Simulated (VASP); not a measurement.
# Ba2O (antifluorite type) (Fm-3m) in VASP: a series of runs, part 2 of 2

VASP 6.6.1.

### Step 3. Single point, PBE

The input, INCAR:

```
SYSTEM = Ba2O
PREC = Accurate
ENCUT = 520
EDIFF = 1E-6
ISMEAR = -1
SIGMA = 0.06122561905347299
LREAL = .FALSE.
LASPH = .TRUE.
NELM = 80
ALGO = Normal
ISIF = 2
LWAVE = .FALSE.
LCHARG = .TRUE.
GGA = PE
LELF = .TRUE.
LVHAR = .TRUE.
NBANDS = 20
```

The input, KPOINTS:

```
regular mesh
0
G
  10 10 10
  0 0 0
```

The input, POSCAR:

```
Ba2O
1.0
    0.0000000000      3.3942408818      3.3942408818
    3.3942408818      0.0000000000      3.3942408818
    3.3942408818      3.3942408818      0.0000000000
Ba O
2 1
Direct
    0.2500000000      0.2500000000      0.2500000000
    0.7500000000      0.7500000000      0.7500000000
    0.0000000000      0.0000000000      0.0000000000
```

Potentials or basis: VASP PAW PBE potentials, release 64 (Ba_sv, O).

Run with:

```sh
$ cat potpaw_PBE.64/Ba_sv/POTCAR potpaw_PBE.64/O/POTCAR > POTCAR
$ mpirun -np 1 vasp_std > vasp.out
```

OUTCAR:

```text
SYSTEM = Ba2O
   PREC = Accurate
   ENCUT = 520
   EDIFF = 1E-6
   ISMEAR = -1
   LREAL = .FALSE.
   LASPH = .TRUE.
   NELM = 80
   ISIF = 2
   GGA = PE

 ion  position               nearest neighbor table
   1  0.250  0.250  0.250-   3 2.94   3 2.94   3 2.94   3 2.94   2 3.39   2 3.39   2 3.39   2 3.39
                             2 3.39   2 3.39
   2  0.750  0.750  0.750-   3 2.94   3 2.94   3 2.94   3 2.94   1 3.39   1 3.39   1 3.39   1 3.39
                             1 3.39   1 3.39
   3  0.000  0.000  0.000-   2 2.94   2 2.94   2 2.94   1 2.94   2 2.94   1 2.94   1 2.94   1 2.94

  LATTYP: Found a face centered cubic cell.
 ALAT       =     6.7884817636

  Lattice vectors:

 A1 = (   0.0000000000,   3.3942408818,   3.3942408818)
 A2 = (   3.3942408818,   0.0000000000,   3.3942408818)
 A3 = (   3.3942408818,   3.3942408818,   0.0000000000)

Analysis of symmetry for initial positions (statically):
=====================================================================
 Subroutine PRICEL returns:
 Original cell was already a primitive cell.

 Routine SETGRP: Setting up the symmetry group for a
 face centered cubic supercell.

 Subroutine GETGRP returns: Found 48 space group operations
 (whereof 48 operations were pure point group operations)
 out of a pool of 48 trial point group operations.

The static configuration has the point symmetry O_h .

Analysis of symmetry for dynamics (positions and initial velocities):
=====================================================================
 Subroutine PRICEL returns:
 Original cell was already a primitive cell.

 Routine SETGRP: Setting up the symmetry group for a
 face centered cubic supercell.

 Subroutine GETGRP returns: Found 48 space group operations
 (whereof 48 operations were pure point group operations)
 out of a pool of 48 trial point group operations.

The dynamic configuration has the point symmetry O_h .

 Subroutine INISYM returns: Found 48 space group operations
[... 115 lines left out ...]
   EFERMI_NEDOS =   21; number of points for ismear=-14 and -15
   IALGO  =     38    algorithm
   IMIX   =      4    mixing-type and parameters
     AMIX     =   0.40;   BMIX     =  1.00
     AMIX_MAG =   1.60;   BMIX_MAG =  1.00
  volume/ion in A,a.u.               =      26.07       175.93
  Fermi-wavevector in a.u.,A,eV,Ry     =   1.134088  2.143115 17.499198  1.286155
  Thomas-Fermi vector in A             =   2.270791
   LORBIT       =      0    0 simple, 1 ext, 2 COOP (PROOUT), +10 PAW based schemes
   GGA     = PE    functional components
   LHFCALC =     F    Hartree Fock is set to
   AEXX    =    0.0000 exact exchange contribution
   IVDW    =     0    specifies the selected vdW correction
   LEPSILON=     F    determine dielectric tensor
   LRPA    =     F    only Hartree local field effects (RPA)
 non-spin polarized calculation
  energy-cutoff  :      520.00
  volume of cell :       78.21
 maximum number of plane-waves:      2134
   NGX = 17   NGY = 17   NGZ = 17

 number of electron      26.0000006 magnetization

 Free energy of the ion-electron system (eV)
  ---------------------------------------------------
  ext. energy  EPLUGINS =         0.00000000
  ---------------------------------------------------
  free energy    TOTEN  =       -11.98395985 eV

  energy without entropy =      -11.95532059  energy(sigma->0) =      -11.96964022

 E-fermi :   4.2880     XC(G=0):  -9.6474

 val. band max:        4.2536371433   @ k =  -0.2000   0.1000   0.0000
 cond. band min:       4.3046937449   @ k =  -0.1000   0.1000   0.0000
 fundamental gap:      0.0510566016
 Fermi energy:         4.2880057548

 k-point     1 :       0.0000    0.0000    0.0000
  band No.  band energies     occupation
      1     -24.8780      2.00000
      2     -24.0029      2.00000
      3     -13.2516      2.00000
      4     -10.3896      2.00000
      5     -10.3896      2.00000
      6     -10.3896      2.00000
[... 541 lines left out ...]
     19       8.3366      0.00000
     20       9.3287      0.00000

 [... further k-points ...]

------------------------ aborting loop because EDIFF is reached ----------------------------------------

  FORCE on cell =-STRESS in cart. coord.  units (eV):
  Direction    XX          YY          ZZ          XY          YZ          ZX
  --------------------------------------------------------------------------------------
  -------------------------------------------------------------------------------------
  Total        1.1620942      1.1620942      1.1620942     -0.0000000     -0.0000000      0.0000000
  in kB       23.8064118     23.8064118     23.8064118     -0.0000000     -0.0000000      0.0000000
  external PRESSURE =      23.8064118 kB  Pullay stress =       0.0000000 kB

 VOLUME and BASIS-vectors are now :
 -----------------------------------------------------------------------------
  energy-cutoff  :      520.00
  volume of cell :       78.21
      direct lattice vectors                 reciprocal lattice vectors
     0.000000000  3.394240882  3.394240882    -0.147308343  0.147308343  0.147308343
     3.394240882  0.000000000  3.394240882     0.147308343 -0.147308343  0.147308343
     3.394240882  3.394240882  0.000000000     0.147308343  0.147308343 -0.147308343

 POSITION                                       TOTAL-FORCE (eV/Angst)
 -----------------------------------------------------------------------------------
      1.69712      1.69712      1.69712        -0.000000     -0.000000     -0.000000
      5.09136      5.09136      5.09136         0.000000      0.000000      0.000000
      0.00000      0.00000      0.00000         0.000000      0.000000      0.000000
 -----------------------------------------------------------------------------------
    total drift:                                0.000000      0.000000      0.000000

  FREE ENERGIE OF THE ION-ELECTRON SYSTEM (eV)
  ---------------------------------------------------
  free  energy   TOTEN  =       -11.9839598494 eV

  energy  without entropy=      -11.9553205944  energy(sigma->0) =      -11.96964022
```

OSZICAR:

```text
N       E                     dE             d eps       ncg     rms          rms(c)
DAV:   1     0.162836045698E+03    0.16284E+03   -0.12147E+04  1880   0.117E+03
DAV:   2    -0.598729011259E+01   -0.16882E+03   -0.16478E+03  2752   0.233E+02
DAV:   3    -0.142104860370E+02   -0.82232E+01   -0.81271E+01  2392   0.519E+01
DAV:   4    -0.143795965752E+02   -0.16911E+00   -0.16872E+00  2816   0.587E+00
DAV:   5    -0.143813393294E+02   -0.17428E-02   -0.17421E-02  2388   0.525E-01    0.996E+00
DAV:   6    -0.123935476122E+02    0.19878E+01   -0.17654E+01  2020   0.173E+01    0.764E+00
DAV:   7    -0.120467370531E+02    0.34681E+00   -0.24516E+00  2152   0.698E+00    0.254E+00
DAV:   8    -0.119824616230E+02    0.64275E-01   -0.25689E-01  2136   0.329E+00    0.700E-01
DAV:   9    -0.119834629409E+02   -0.10013E-02   -0.19938E-02  2376   0.880E-01    0.184E-01
DAV:  10    -0.119842992217E+02   -0.83628E-03   -0.47079E-03  2256   0.410E-01    0.114E-01
DAV:  11    -0.119839731765E+02    0.32605E-03   -0.20895E-03  2252   0.216E-01    0.217E-02
DAV:  12    -0.119839893117E+02   -0.16135E-04   -0.38102E-04  2288   0.798E-02    0.336E-02
DAV:  13    -0.119839592942E+02    0.30017E-04   -0.15081E-04  2280   0.595E-02    0.263E-03
DAV:  14    -0.119839598494E+02   -0.55518E-06   -0.77140E-06  2304   0.152E-02
   1 F= -.11983960E+02 E0= -.11969640E+02  d E =-.286393E-01
```

Run time: 84 s. Hardware: 1 thread of Intel Xeon Platinum 8375C at 2.90GHz (Ice Lake), shared host; peak memory 0.24 GiB.

What came out:

```
Free energy            : -11.9840 eV
Pressure               : 2.4 GPa
Band gap on the k mesh : zero (bands 13 and 14 overlap by 0.63 eV)
```

Levels at points of the mesh, in eV from the Fermi level:
```
           k point  band 10  band 11  band 12  band 13  band 14  band 15  band 16  band 17
(0.00, 0.00, 0.00)    -4.20    -4.20    -4.20    -1.06    -0.54    -0.54     1.88     1.88
(0.50, 0.00, 0.00)    -3.54    -3.54    -3.25     0.06     1.86     1.86     3.25     3.45
(0.50, 0.50, 0.00)    -3.91    -3.15    -3.15    -1.25     0.40     1.24     1.97     3.95
```

Caveat: spin-orbit coupling is left out, which moves the levels of the heavy elements.

### Step 4. Single point, PBE

This run uses another cell than the first one, of 26.60 Å³/atom.

The input, INCAR:

```
SYSTEM = Ba2O
ALGO = Normal
EDIFF = 1E-7
ENCUT = 520
GGA = PE
ISIF = 2
ISMEAR = -1
LASPH = .True.
LCHARG = .False.
LREAL = .False.
LWAVE = .False.
NBANDS = 20
NELM = 60
PREC = Accurate
SIGMA = 0.06122561905347299
```

The input, KPOINTS:

```
k-points
0
Gamma
  10 10 10
  0 0 0
```

The input, POSCAR:

```
Ba2O
1.0
    0.0000000000      3.4171756375      3.4171756375
    3.4171756375      0.0000000000      3.4171756375
    3.4171756375      3.4171756375      0.0000000000
Ba O
2 1
Direct
    0.2500000000      0.2500000000      0.2500000000
    0.7500000000      0.7500000000      0.7500000000
    0.0000000000      0.0000000000      0.0000000000
```

Run with:

```sh
$ cat potpaw_PBE.64/Ba_sv/POTCAR potpaw_PBE.64/O/POTCAR > POTCAR
$ mpirun -np 1 vasp_std > vasp.out
```

It took 1.7 min on 1 thread of Intel Xeon Platinum 8375C at 2.90GHz (Ice Lake), shared host; peak memory 0.24 GiB.

Results (log left out):

```yaml
Free_energy: -12.0038 eV
Pressure: 1.5 GPa
Band_gap_on_the_k_mesh: zero (bands 13 and 14 overlap by 0.58 eV)
```

Levels at points of the mesh, in eV from the Fermi level:
| k point | band 9 | band 10 | band 11 | band 12 | band 13 | band 14 | band 15 | band 16 | band 17 | band 18 |
| --- | --- | --- | --- | --- | --- | --- | --- | --- | --- | --- |
| (0.00, 0.00, 0.00) | -13.24 | -4.11 | -4.11 | -4.11 | -1.10 | -0.51 | -0.51 | 1.85 | 1.85 | 1.85 |
| (0.50, 0.00, 0.00) | -13.74 | -3.48 | -3.48 | -3.22 | 0.06 | 1.84 | 1.84 | 3.14 | 3.38 | 3.38 |
| (0.50, 0.50, 0.00) | -12.77 | -3.85 | -3.10 | -3.10 | -1.22 | 0.41 | 1.20 | 1.90 | 3.88 | 3.88 |

Caveat: spin-orbit coupling is left out, which moves the levels of the heavy elements.

### Step 5. Single point, PBE

This run uses another cell than the first one, of 26.60 Å³/atom.

The input, INCAR:

```
PREC     = Accurate       # precision mode
ENCUT    = 520            # plane-wave cutoff, eV
EDIFF    = 1E-6           # SCF threshold, eV
ISMEAR   = -1             # smearing method
SIGMA    = 0.06122561905347299 # smearing width, eV
LREAL    = False          # projectors in reciprocal space
LASPH    = True           # aspherical terms in the spheres
NELM     = 100            # most SCF steps
ALGO     = Normal         # electronic algorithm
ISIF     = 2              # what is computed and relaxed
LWAVE    = False          # write WAVECAR
LCHARG   = False          # write CHGCAR
GGA      = PE             # functional
NBANDS   = 20             # bands
```

The input, KPOINTS:

```
regular mesh
0
Gamma
  10 10 10
```

POSCAR is that of step 4.

Run with:

```sh
$ cat potpaw_PBE.64/Ba_sv/POTCAR potpaw_PBE.64/O/POTCAR > POTCAR
$ mpirun -np 1 vasp_std > vasp.out
```

Wall time 76 s (1 thread of Intel Xeon Platinum 8375C at 2.90GHz (Ice Lake), shared host); peak memory 0.24 GiB.

Results (log left out):

```yaml
Free_energy: -12.0038 eV
Pressure: 1.5 GPa
Band_gap_on_the_k_mesh: zero (bands 13 and 14 overlap by 0.58 eV)
```

Levels at points of the mesh, in eV from the Fermi level:
```
           k point  band 10  band 11  band 12  band 13  band 14  band 15  band 16  band 17
(0.00, 0.00, 0.00)    -4.11    -4.11    -4.11    -1.10    -0.51    -0.51     1.85     1.85
(0.50, 0.00, 0.00)    -3.48    -3.48    -3.22     0.06     1.84     1.84     3.14     3.38
(0.50, 0.50, 0.00)    -3.85    -3.10    -3.10    -1.22     0.41     1.20     1.90     3.88
```

Caveat: spin-orbit coupling is left out, which moves the levels of the heavy elements.

### Step 6. Single point, PBE

This run uses another cell than the first one, of 27.13 Å³/atom.

The input, INCAR:

```
PREC = Accurate
ENCUT = 520
EDIFF = 1E-6
ISMEAR = -1
SIGMA = 0.06122561905347299
LREAL = False
LASPH = True
NELM = 60
ALGO = Normal
ISIF = 2
LWAVE = False
LCHARG = True
GGA = PE
LELF = True
LVHAR = True
NBANDS = 20
```

The input, KPOINTS:

```
Automatic mesh
0
Gamma
  10 10 10
```

The input, POSCAR:

```
Ba2O
1.0
    0.0000000000      3.4398065992      3.4398065992
    3.4398065992      0.0000000000      3.4398065992
    3.4398065992      3.4398065992      0.0000000000
Ba O
2 1
Direct
    0.2500000000      0.2500000000      0.2500000000
    0.7500000000      0.7500000000      0.7500000000
    0.0000000000      0.0000000000      0.0000000000
```

Potentials or basis: VASP PAW PBE potentials, release 64 (Ba_sv, O).

Run with:

```sh
$ cat potpaw_PBE.64/Ba_sv/POTCAR potpaw_PBE.64/O/POTCAR > POTCAR
$ mpirun -np 1 vasp_std > vasp.out
```

Wall time 90 s (1 thread of Intel Xeon Platinum 8375C at 2.90GHz (Ice Lake), shared host); peak memory 0.24 GiB.

Results (log left out):

| Property | Result |
| --- | --- |
| Free energy | -12.0153 eV |
| Pressure | 0.7 GPa |
| Band gap on the k mesh | zero (bands 13 and 14 overlap by 0.54 eV) |

Levels at points of the mesh, in eV from the Fermi level:
```tsv
k point	band 11	band 12	band 13	band 14	band 15	band 16
(0.00, 0.00, 0.00)	-4.03	-4.03	-1.15	-0.47	-0.47	1.82
(0.50, 0.00, 0.00)	-3.43	-3.18	0.06	1.82	1.82	3.04
(0.50, 0.50, 0.00)	-3.06	-3.06	-1.19	0.42	1.17	1.84
```

Caveat: spin-orbit coupling is left out, which moves the levels of the heavy elements.

### Step 7. Summary

```csv
cell,gap on the mesh (eV),pressure (GPa)
"a = 4.800 Å, angles 60.0°, 3 atoms",none,2.4
"a = 4.833 Å, angles 60.0°, 3 atoms",none,1.5
"a = 4.865 Å, angles 60.0°, 3 atoms",none,0.7
```

Alike in all rows: task single point; level PBE; potentials or basis VASP PAW PBE potentials, release 64 (Ba_sv, O); no spin polarisation; k mesh 10 × 10 × 10; cutoff (eV) 520; smearing fermi-dirac 0.0612256 eV.

Caveats: spin-orbit coupling is left out, which moves the levels of the heavy elements.

Total energies depend on the potentials used, so only differences within one code and one set of settings carry meaning.
